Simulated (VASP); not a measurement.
# Sn4Se3S (P1) in VASP: further runs, part 2 of 2

VASP 6.6.1. The steps go on from the part before.

## Step 3: Single point, PBE

The input, INCAR:

```
SYSTEM = Sn4Se3S
PREC = Accurate ; ENCUT = 520
EDIFF = 1E-7 ; ISMEAR = 0
SIGMA = 0.1 ; LREAL = .False.
LASPH = .True. ; NELM = 100
ALGO = Normal ; ISIF = 2
LWAVE = .False. ; LCHARG = .False.
GGA = PE ; NBANDS = 50
```

The input, KPOINTS:

```
Automatic mesh
0
Gamma
  4 4 2
  0 0 0
```

The input, POSCAR:

```
Sn4Se3S
1.0
    4.4065348587      0.0000000000      0.0000000000
    0.0438310012      6.5294069255      0.0000000000
    0.0121674056      3.1844498098      7.8214327846
Sn Se S
4 3 1
Direct
    0.0236804742      0.9864723774      0.9290267246
    0.5495995778      0.5067288318      0.8308406716
    0.0323821177      0.9913466094      0.4279887692
    0.5534562965      0.5044105578      0.3168834740
    0.4592758199      0.9586358752      0.6895294277
    0.9675258530      0.5402285119      0.5616046102
    0.4589779452      0.9560754405      0.1881836062
    0.9551019155      0.5561017960      0.0559427166
```

Potentials or basis: VASP PAW PBE potentials, release 64 (Sn_d, Se, S).

The run is started by

```sh
$ cat potpaw_PBE.64/Sn_d/POTCAR potpaw_PBE.64/Se/POTCAR potpaw_PBE.64/S/POTCAR > POTCAR
$ mpirun -np 1 vasp_std > vasp.out
```

OUTCAR:

```text
SYSTEM = Sn4Se3S
   PREC = Accurate
   ENCUT = 520
   EDIFF = 1E-7
   ISMEAR = 0
   LREAL = .False.
   LASPH = .True.
   NELM = 100
   ISIF = 2
   GGA = PE

 ion  position               nearest neighbor table
   1  0.024  0.986  0.929-   8 2.62   5 2.84   7 2.86   5 3.26   7 3.27
   2  0.550  0.507  0.831-   8 2.72   5 2.76   6 2.87
   3  0.032  0.991  0.428-   6 2.75   7 2.83   5 2.85   4 3.75
   4  0.553  0.504  0.317-   8 2.75   7 2.76   6 2.83   3 3.75
   5  0.459  0.959  0.690-   2 2.76   1 2.84   3 2.85   1 3.26
   6  0.968  0.540  0.562-   3 2.75   4 2.83   2 2.87
   7  0.459  0.956  0.188-   4 2.76   3 2.83   1 2.86   1 3.27
   8  0.955  0.556  0.056-   1 2.62   2 2.72   4 2.75

  LATTYP: Found a triclinic cell.
 ALAT       =     6.5295540396
 B/A-ratio  =     1.2933289280
 C/A-ratio  =     0.6748600030
 COS(alpha) =     0.0014408059
 COS(beta)  =     0.0067127098
 COS(gamma) =     0.3770884673

  Lattice vectors:

 A1 = (   0.0438310012,   6.5294069255,   0.0000000000)
 A2 = (   0.0121674056,   3.1844498098,   7.8214327846)
 A3 = (   4.4065348587,   0.0000000000,   0.0000000000)

Analysis of symmetry for initial positions (statically):
=====================================================================
 Subroutine PRICEL returns:
 Original cell was already a primitive cell.

 Routine SETGRP: Setting up the symmetry group for a
 triclinic supercell.

 Subroutine GETGRP returns: Found  1 space group operations
 (whereof  1 operations were pure point group operations)
 out of a pool of  2 trial point group operations.

The static configuration has the point symmetry C_1 .

Analysis of symmetry for dynamics (positions and initial velocities):
=====================================================================
 Subroutine PRICEL returns:
 Original cell was already a primitive cell.

 Routine SETGRP: Setting up the symmetry group for a
 triclinic supercell.

 Subroutine GETGRP returns: Found  1 space group operations
 (whereof  1 operations were pure point group operations)
 out of a pool of  2 trial point group operations.

The dynamic configuration has the point symmetry C_1 .

 Subroutine INISYM returns: Found  1 space group operations
 (whereof  1 operations are pure point group operations),
 and found     1 'primitive' translations

----------------------------------------------------------------------------------------

                                     Primitive cell

  volume of cell :     225.0387

  direct lattice vectors                    reciprocal lattice vectors
     4.406534859  0.000000000  0.000000000     0.226935683 -0.001523388  0.000267206
     0.043831001  6.529406926  0.000000000     0.000000000  0.153153267 -0.062355441
     0.012167406  3.184449810  7.821432785     0.000000000  0.000000000  0.127853812

  length of vectors
     4.406534859  6.529554040  8.444861126     0.226940954  0.165360588  0.127853812

  position of ions in fractional coordinates (direct lattice)
     0.023680474  0.986472377  0.929026725
     0.549599578  0.506728832  0.830840672
     0.032382118  0.991346609  0.427988769
     0.553456297  0.504410558  0.316883474
     0.459275820  0.958635875  0.689529428
     0.967525853  0.540228512  0.561604610
     0.458977945  0.956075441  0.188183606
     0.955101916  0.556101796  0.055942717

  ion indices of the primitive-cell ions
   primitive index   ion index
                 1           1
[... 55 lines left out ...]
  0.500000  0.500000  0.500000      1.000000
   k-points           NKPTS =     20   k-points in BZ     NKDIM =     20   number of bands    NBANDS=     50
   number of dos      NEDOS =    301   number of ions     NIONS =      8
   total plane-waves  NPLWV = 115200
   dimension x,y,z NGX =    36 NGY =   50 NGZ =   64
   dimension x,y,z NGXF=    72 NGYF=  100 NGZF=  128
   ions per type =               4   3   1
   NGX,Y,Z   is equivalent  to a cutoff of  13.58, 12.73, 12.60 a.u.
   NGXF,Y,Z  is equivalent  to a cutoff of  27.16, 25.46, 25.20 a.u.
 SYSTEM =  Sn4Se3S
   PREC   = accura    normal or accurate (medium, high low for compatibility)
   ISTART =      0    job   : 0-new  1-cont  2-samecut
   ICHARG =      2    charge: 1-file 2-atom 10-const
   ISPIN  =      1    spin polarized calculation?
   LNONCOLLINEAR =      F non collinear calculations
   LSORBIT =      F    spin-orbit coupling
   LASPH  =      T    aspherical Exc in radial PAW
   ENCUT  =  520.0 eV  38.22 Ry    6.18 a.u.   8.19 12.14 15.70*2*pi/ulx,y,z
   NELM   =    100;   NELMIN=  2; NELMDL= -5     # of ELM steps
   EDIFF  = 0.1E-06   stopping-criterion for ELM
   LREAL  =      F    real-space projection
   EDIFFG = 0.1E-05   stopping-criterion for IOM
   NSW    =      0    number of steps for IOM
   IBRION =     -1    ionic relax: 0-MD 1-quasi-New 2-CG
   NFREE  =      0    steps in history (QN), initial steepest desc. (CG)
   ISIF   =      2    stress and relaxation
   ISYM   =      2    0-nonsym 1-usesym 2-fastsym
   POTIM  = 0.5000    time-step for ionic-motion
   TEBEG  =    0.0;   TEEND  =   0.0 temperature during run
   PSTRESS=    0.0 pullay stress
   NELECT =      80.0000    total number of electrons
   NUPDOWN=      -1.0000    fix difference up-down
   EMIN   =  10.00;   EMAX   =-10.00  energy-range for DOS
   EFERMI =   0.00;   METHOD = LEGACY
   ISMEAR =     0;   SIGMA  =   0.10  broadening in eV -4-tet -1-fermi 0-gaus
   EFERMI_NEDOS =   21; number of points for ismear=-14 and -15
   IALGO  =     38    algorithm
   IMIX   =      4    mixing-type and parameters
     AMIX     =   0.40;   BMIX     =  1.00
     AMIX_MAG =   1.60;   BMIX_MAG =  1.00
  volume/ion in A,a.u.               =      28.13       189.83
  Fermi-wavevector in a.u.,A,eV,Ry     =   1.159718  2.191549 18.299100  1.344946
  Thomas-Fermi vector in A             =   2.296308
   LORBIT       =      0    0 simple, 1 ext, 2 COOP (PROOUT), +10 PAW based schemes
   GGA     = PE    functional components
   LHFCALC =     F    Hartree Fock is set to
   AEXX    =    0.0000 exact exchange contribution
   IVDW    =     0    specifies the selected vdW correction
   LEPSILON=     F    determine dielectric tensor
   LRPA    =     F    only Hartree local field effects (RPA)
 non-spin polarized calculation
 Gauss-broadening in eV      SIGMA  =   0.10
  energy-cutoff  :      520.00
  volume of cell :      225.04
 maximum number of plane-waves:      6080
 NGX is ok and might be reduce to    36
   NGX = 17   NGY = 25   NGZ = 31

 number of electron      80.0000007 magnetization

 Free energy of the ion-electron system (eV)
  ---------------------------------------------------
  ext. energy  EPLUGINS =         0.00000000
  ---------------------------------------------------
  free energy    TOTEN  =       -33.49350070 eV

  energy without entropy =      -33.49350070  energy(sigma->0) =      -33.49350070

 E-fermi :   5.0551     XC(G=0):  -9.3552

 val. band max:        4.6622918703   @ k =   0.5000   0.0000  -0.0000
 cond. band min:       5.4479883012   @ k =   0.0000   0.5000   0.0000
 fundamental gap:      0.7856964308
 Fermi energy:         5.0550972080

 k-point     1 :       0.0000    0.0000    0.0000
  band No.  band energies     occupation
      1     -16.4715      2.00000
      2     -16.4688      2.00000
      3     -16.4596      2.00000
      4     -16.4578      2.00000
      5     -16.4530      2.00000
      6     -16.4518      2.00000
[... 1049 lines left out ...]
     49       9.3090      0.00000
     50       9.5684      0.00000

------------------------ aborting loop because EDIFF is reached ----------------------------------------

  FORCE on cell =-STRESS in cart. coord.  units (eV):
  Direction    XX          YY          ZZ          XY          YZ          ZX
  --------------------------------------------------------------------------------------
  -------------------------------------------------------------------------------------
  Total        0.0314430     -0.4562153      0.1985149     -0.0460188     -0.1998863     -0.0305879
  in kB        0.2238606     -3.2480538      1.4133393     -0.3276336     -1.4231032     -0.2177723
  external PRESSURE =      -0.5369513 kB  Pullay stress =       0.0000000 kB

 VOLUME and BASIS-vectors are now :
 -----------------------------------------------------------------------------
  energy-cutoff  :      520.00
  volume of cell :      225.04
      direct lattice vectors                 reciprocal lattice vectors
     4.406534859  0.000000000  0.000000000     0.226935683 -0.001523388  0.000267206
     0.043831001  6.529406926  0.000000000     0.000000000  0.153153267 -0.062355441
     0.012167406  3.184449810  7.821432785     0.000000000  0.000000000  0.127853812

 POSITION                                       TOTAL-FORCE (eV/Angst)
 -----------------------------------------------------------------------------------
      0.15889      9.39952      7.26632        -0.026564      0.009915     -0.007009
      2.45415      5.95441      6.49836        -0.030616     -0.026428      0.005475
      0.19135      7.83581      3.34749        -0.025127      0.018619     -0.013829
      2.46479      4.30260      2.47848        -0.036281     -0.038839     -0.000146
      2.07422      8.45510      5.39311         0.028084      0.019321      0.030295
      4.29395      5.31577      4.39255         0.036279     -0.034222     -0.014276
      2.06670      6.84187      1.47187         0.022971      0.044022      0.020661
      4.23375      3.80916      0.43755         0.031254      0.007612     -0.021172
 -----------------------------------------------------------------------------------
    total drift:                               -0.001684      0.000039     -0.000531

  FREE ENERGIE OF THE ION-ELECTRON SYSTEM (eV)
  ---------------------------------------------------
  free  energy   TOTEN  =       -33.4935006996 eV

  energy  without entropy=      -33.4935006989  energy(sigma->0) =      -33.49350070
```

It took 2.6 min on 1 thread of AMD EPYC 9R45 (Zen 5), shared host; peak memory 0.39 GiB.

What came out:

| Property | Result |
| --- | --- |
| Free energy | -33.4935 eV |
| Pressure | -0.1 GPa |
| Largest force | 0.054 eV/Å |
| Band gap on the k mesh | 0.79 eV, indirect (least direct gap 0.99 eV) |

Forces in eV/Å, atoms in the order of the input:
```
Sn  -0.027  0.010 -0.007
Sn  -0.031 -0.026  0.005
Sn  -0.025  0.019 -0.014
Sn  -0.036 -0.039  0.000
Se   0.028  0.019  0.030
Se   0.036 -0.034 -0.014
Se   0.023  0.044  0.021
S    0.031  0.008 -0.021
```

Caveat: spin-orbit coupling is left out, which moves the levels of the heavy elements. A k mesh can miss the band edges.
